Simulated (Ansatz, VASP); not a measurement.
# Two plane-wave programs on AsHF

```
CELL_PARAMETERS angstrom
5.34916 0.00000 0.00000
0.00000 5.34916 0.00000
0.00000 0.00000 2.31861
ATOMIC_POSITIONS crystal
H 0.00000 0.00000 0.00000
As 0.50000 0.50000 0.50000
F 0.00000 0.00000 0.50000
```

Alike in both runs: functional PBE; k mesh 4 × 4 × 8; occupations gaussian, width 0.1 eV; no spin polarisation.

Ansatz relaxed the structure, and its values are those at the end. VASP's run is a single point on that final structure, the one shown.

|  | VASP | Ansatz |
| --- | --- | --- |
| version | VASP 6.6.1 | Ansatz 0.2.0 |
| potentials or method | VASP PAW PBE potentials, release 64 (H, As, F), cutoff 600 eV | scalar-relativistic, plane waves, PAW |
| valence electrons in the cell | 13 | 23 |

|  | VASP | Ansatz | Ansatz less VASP |
| --- | --- | --- | --- |
| gap on the k mesh at the Fermi level (eV) | none | none | - |
| pressure (GPa) | 0.1 | 0.1 | -0.01 |

A gap of «none» marks a metal or a gap that the smearing closes. VASP's potentials hold 13 valence electrons a cell and Ansatz's 23, so a difference there can come from the potentials and not from the codes.
